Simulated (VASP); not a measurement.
# AgBiTeSe (P4/mmm) in VASP: a series of runs

The runs below take AgBiTeSe through single point, with PBE.

Everything below comes from runs of VASP 6.6.1. Logs are shortened: lines on timing, memory, paths and dates and some standing lists are left out, and cuts for length are marked.

### 1 The cell of the first run

The structure is tetragonal, space group P4/mmm (No. 123). Conventional cell: a = 4.087 Å, b = 4.087 Å, c = 6.120 Å, α = 90.00°, β = 90.00°, γ = 90.00°. Within 3.8 Å of Ag (site symmetry 4/mmm) lie 4 Te at 2.89 Å and 2 Se at 3.06 Å. Within 3.8 Å of Bi (site symmetry 4/mmm) lie 4 Se at 2.89 Å and 2 Te at 3.06 Å. Within 3.8 Å of Te (site symmetry 4/mmm) lie 4 Ag at 2.89 Å and 2 Bi at 3.06 Å. Se (site symmetry 4/mmm) has 4 Bi at 2.89 Å and 2 Ag at 3.06 Å within 3.8 Å.

### 2 Single point, PBE

File INCAR:

```
SYSTEM = AgBiTeSe
  PREC = Accurate
  ENCUT = 520
  EDIFF = 1E-7
  ISMEAR = -1
  SIGMA = 0.05
  LREAL = .FALSE.
  LASPH = .TRUE.
  NELM = 80
  ALGO = Normal
  ISIF = 2
  LWAVE = .FALSE.
  LCHARG = .FALSE.
  GGA = PE
  NBANDS = 27
```

File KPOINTS:

```
regular mesh
0
G
  6 6 4
  0 0 0
```

File POSCAR:

```
AgBiTeSe
1.0
    4.0870059574      0.0000000000      0.0000000000
    0.0000000000      4.0870059574      0.0000000000
    0.0000000000      0.0000000000      6.1197720418
Ag Bi Te Se
1 1 1 1
Direct
    0.0000000000      0.0000000000      0.0000000000
    0.5000000000      0.5000000000      0.5000000000
    0.5000000000      0.5000000000      0.0000000000
    0.0000000000      0.0000000000      0.5000000000
```

Potentials or basis: VASP PAW PBE potentials, release 64 (Ag, Bi_d, Te, Se).

Started as:

```
> cat potpaw_PBE.64/Ag/POTCAR potpaw_PBE.64/Bi_d/POTCAR potpaw_PBE.64/Te/POTCAR potpaw_PBE.64/Se/POTCAR > POTCAR
> mpirun -np 1 vasp_std > vasp.out
```

OUTCAR:

```text
SYSTEM = AgBiTeSe
   PREC = Accurate
   ENCUT = 520
   EDIFF = 1E-7
   ISMEAR = -1
   LREAL = .FALSE.
   LASPH = .TRUE.
   NELM = 80
   ISIF = 2
   GGA = PE

 ion  position               nearest neighbor table
   1  0.000  0.000  0.000-   3 2.89   3 2.89   3 2.89   3 2.89   4 3.06   4 3.06
   2  0.500  0.500  0.500-   4 2.89   4 2.89   4 2.89   4 2.89   3 3.06   3 3.06
   3  0.500  0.500  0.000-   1 2.89   1 2.89   1 2.89   1 2.89   2 3.06   2 3.06
   4  0.000  0.000  0.500-   2 2.89   2 2.89   2 2.89   2 2.89   1 3.06   1 3.06

  LATTYP: Found a simple tetragonal cell.
 ALAT       =     4.0870059574
 C/A-ratio  =     1.4973729193

  Lattice vectors:

 A1 = (   4.0870059574,   0.0000000000,   0.0000000000)
 A2 = (   0.0000000000,   4.0870059574,   0.0000000000)
 A3 = (   0.0000000000,   0.0000000000,   6.1197720418)

Analysis of symmetry for initial positions (statically):
=====================================================================
 Subroutine PRICEL returns:
 Original cell was already a primitive cell.

 Routine SETGRP: Setting up the symmetry group for a
 simple tetragonal supercell.

 Subroutine GETGRP returns: Found 16 space group operations
 (whereof 16 operations were pure point group operations)
 out of a pool of 16 trial point group operations.

The static configuration has the point symmetry D_4h.

Analysis of symmetry for dynamics (positions and initial velocities):
=====================================================================
 Subroutine PRICEL returns:
 Original cell was already a primitive cell.

 Routine SETGRP: Setting up the symmetry group for a
 simple tetragonal supercell.

 Subroutine GETGRP returns: Found 16 space group operations
 (whereof 16 operations were pure point group operations)
 out of a pool of 16 trial point group operations.

The dynamic configuration has the point symmetry D_4h.

 Subroutine INISYM returns: Found 16 space group operations
 (whereof 16 operations are pure point group operations),
 and found     1 'primitive' translations

----------------------------------------------------------------------------------------

                                     Primitive cell

  volume of cell :     102.2223

  direct lattice vectors                    reciprocal lattice vectors
     4.087005957  0.000000000  0.000000000     0.244677891  0.000000000  0.000000000
     0.000000000  4.087005957  0.000000000     0.000000000  0.244677891  0.000000000
     0.000000000  0.000000000  6.119772042     0.000000000  0.000000000  0.163404779
[... 88 lines left out ...]
   EDIFF  = 0.1E-06   stopping-criterion for ELM
   LREAL  =      F    real-space projection
   EDIFFG = 0.1E-05   stopping-criterion for IOM
   NSW    =      0    number of steps for IOM
   IBRION =     -1    ionic relax: 0-MD 1-quasi-New 2-CG
   NFREE  =      0    steps in history (QN), initial steepest desc. (CG)
   ISIF   =      2    stress and relaxation
   ISYM   =      2    0-nonsym 1-usesym 2-fastsym
   POTIM  = 0.5000    time-step for ionic-motion
   TEBEG  =    0.0;   TEEND  =   0.0 temperature during run
   PSTRESS=    0.0 pullay stress
   NELECT =      38.0000    total number of electrons
   NUPDOWN=      -1.0000    fix difference up-down
   EMIN   =  10.00;   EMAX   =-10.00  energy-range for DOS
   EFERMI =   0.00;   METHOD = LEGACY
   ISMEAR =    -1;   SIGMA  =   0.05  broadening in eV -4-tet -1-fermi 0-gaus
   EFERMI_NEDOS =   21; number of points for ismear=-14 and -15
   IALGO  =     38    algorithm
   IMIX   =      4    mixing-type and parameters
     AMIX     =   0.40;   BMIX     =  1.00
     AMIX_MAG =   1.60;   BMIX_MAG =  1.00
  volume/ion in A,a.u.               =      25.56       172.46
  Fermi-wavevector in a.u.,A,eV,Ry     =   1.177120  2.224434 18.852391  1.385612
  Thomas-Fermi vector in A             =   2.313472
   LORBIT       =      0    0 simple, 1 ext, 2 COOP (PROOUT), +10 PAW based schemes
   GGA     = PE    functional components
   LHFCALC =     F    Hartree Fock is set to
   AEXX    =    0.0000 exact exchange contribution
   IVDW    =     0    specifies the selected vdW correction
   LEPSILON=     F    determine dielectric tensor
   LRPA    =     F    only Hartree local field effects (RPA)
 non-spin polarized calculation
  energy-cutoff  :      520.00
  volume of cell :      102.22
 maximum number of plane-waves:      2783
   NGX = 15   NGY = 15   NGZ = 23

 number of electron      38.0000002 magnetization

 Free energy of the ion-electron system (eV)
  ---------------------------------------------------
  ext. energy  EPLUGINS =         0.00000000
  ---------------------------------------------------
  free energy    TOTEN  =       -13.66672818 eV

  energy without entropy =      -13.66044669  energy(sigma->0) =      -13.66358744

 E-fermi :   6.9357     XC(G=0): -10.1962

 val. band max:        6.8052854395   @ k =   0.5000   0.1667   0.0000
 cond. band min:       6.9725869888   @ k =   0.5000   0.5000   0.0000
 fundamental gap:      0.1673015493
 Fermi energy:         6.9356676540

 k-point     1 :       0.0000    0.0000    0.0000
  band No.  band energies     occupation
      1     -16.6015      2.00000
      2     -16.5862      2.00000
      3     -16.5579      2.00000
      4     -16.5215      2.00000
      5     -16.5215      2.00000
      6      -7.9314      2.00000
[... 709 lines left out ...]
     26      13.5218      0.00000
     27      16.1052      0.00000

 [... further k-points ...]

------------------------ aborting loop because EDIFF is reached ----------------------------------------

  FORCE on cell =-STRESS in cart. coord.  units (eV):
  Direction    XX          YY          ZZ          XY          YZ          ZX
  --------------------------------------------------------------------------------------
  -------------------------------------------------------------------------------------
  Total        3.1921345      3.1921345      4.0444809      0.0000000      0.0000000      0.0000000
  in kB       50.0317834     50.0317834     63.3909970      0.0000000      0.0000000      0.0000000
  external PRESSURE =      54.4848546 kB  Pullay stress =       0.0000000 kB

 VOLUME and BASIS-vectors are now :
 -----------------------------------------------------------------------------
  energy-cutoff  :      520.00
  volume of cell :      102.22
      direct lattice vectors                 reciprocal lattice vectors
     4.087005957  0.000000000  0.000000000     0.244677891  0.000000000  0.000000000
     0.000000000  4.087005957  0.000000000     0.000000000  0.244677891  0.000000000
     0.000000000  0.000000000  6.119772042     0.000000000  0.000000000  0.163404779

 POSITION                                       TOTAL-FORCE (eV/Angst)
 -----------------------------------------------------------------------------------
      0.00000      0.00000      0.00000         0.000000      0.000000      0.000000
      2.04350      2.04350      3.05989         0.000000      0.000000      0.000000
      2.04350      2.04350      0.00000         0.000000      0.000000      0.000000
      0.00000      0.00000      3.05989         0.000000      0.000000      0.000000
 -----------------------------------------------------------------------------------
    total drift:                                0.000000      0.000000      0.000000

  FREE ENERGIE OF THE ION-ELECTRON SYSTEM (eV)
  ---------------------------------------------------
  free  energy   TOTEN  =       -13.6667281841 eV

  energy  without entropy=      -13.6604466949  energy(sigma->0) =      -13.66358744
```

Run time: 82 s. Hardware: 1 thread of Intel Xeon Platinum 8259CL at 2.50GHz (Skylake/Cascade Lake), shared host; peak memory 0.26 GiB.

Results:

* Free energy: -13.6667 eV
* Pressure: 5.4 GPa
* Band gap on the k mesh: zero (bands 19 and 20 overlap by 0.69 eV)

Stress tensor (GPa, compression positive):
```
5.00 0.00 0.00
0.00 5.00 0.00
0.00 0.00 6.34
```

Caveat: the cell stands under pressure; spin-orbit coupling is left out, which moves the levels of the heavy elements.

### 3 Single point, PBE

This run uses another cell than the first one, of 26.30 Å³/atom.

File INCAR:

```
SYSTEM = AgBiTeSe
  PREC = Accurate
  ENCUT = 520
  EDIFF = 1E-6
  ISMEAR = -1
  SIGMA = 0.05
  LREAL = .FALSE.
  LASPH = .TRUE.
  NELM = 100
  ALGO = Normal
  ISIF = 2
  LWAVE = .FALSE.
  LCHARG = .TRUE.
  GGA = PE
  LELF = .TRUE.
  LVHAR = .TRUE.
  NBANDS = 27
```

File KPOINTS:

```
Automatic mesh
0
G
  6 6 4
  0 0 0
```

File POSCAR:

```
AgBiTeSe
1.0
    4.1261184388      0.0000000000      0.0000000000
    0.0000000000      4.1261184388      0.0000000000
    0.0000000000      0.0000000000      6.1783380122
Ag Bi Te Se
1 1 1 1
Direct
    0.0000000000      0.0000000000      0.0000000000
    0.5000000000      0.5000000000      0.5000000000
    0.5000000000      0.5000000000      0.0000000000
    0.0000000000      0.0000000000      0.5000000000
```

Potentials or basis: VASP PAW PBE potentials, release 64 (Ag, Bi_d, Te, Se).

Started as:

```
> cat potpaw_PBE.64/Ag/POTCAR potpaw_PBE.64/Bi_d/POTCAR potpaw_PBE.64/Te/POTCAR potpaw_PBE.64/Se/POTCAR > POTCAR
> mpirun -np 1 vasp_std > vasp.out
```

Wall time 55 s (1 thread of Intel Xeon Platinum 8259CL at 2.50GHz (Skylake/Cascade Lake), shared host); peak memory 0.28 GiB.

It converged, with:

```
Free energy            : -13.7478 eV
Pressure               : 3.3 GPa
Band gap on the k mesh : zero (bands 19 and 20 overlap by 0.67 eV)
```

Stress tensor (GPa, compression positive):
```
2.75 0.00 0.00
0.00 2.75 0.00
0.00 0.00 4.37
```

Levels at points of the mesh, in eV from the Fermi level:
| k point | band 16 | band 17 | band 18 | band 19 | band 20 | band 21 | band 22 | band 23 |
| --- | --- | --- | --- | --- | --- | --- | --- | --- |
| (0.00, 0.00, 0.00) | -3.65 | -1.47 | -1.10 | -1.10 | 1.14 | 3.43 | 4.02 | 4.02 |
| (0.50, 0.00, 0.00) | -2.97 | -2.28 | -1.43 | -0.42 | -0.41 | 1.51 | 4.25 | 4.47 |
| (0.50, 0.50, 0.00) | -3.33 | -3.06 | -3.06 | -2.57 | 0.09 | 3.68 | 3.68 | 4.92 |
| (0.00, 0.00, 0.50) | -2.19 | -1.79 | -1.34 | -1.34 | 0.09 | 3.42 | 3.55 | 3.77 |
| (0.50, 0.00, 0.50) | -1.78 | -0.77 | -0.44 | -0.35 | -0.30 | -0.14 | 0.91 | 3.60 |
| (0.50, 0.50, 0.50) | -3.51 | -3.45 | -2.50 | -0.80 | 0.36 | 2.21 | 4.71 | 4.71 |

Caveat: the cell stands under pressure; spin-orbit coupling is left out, which moves the levels of the heavy elements.
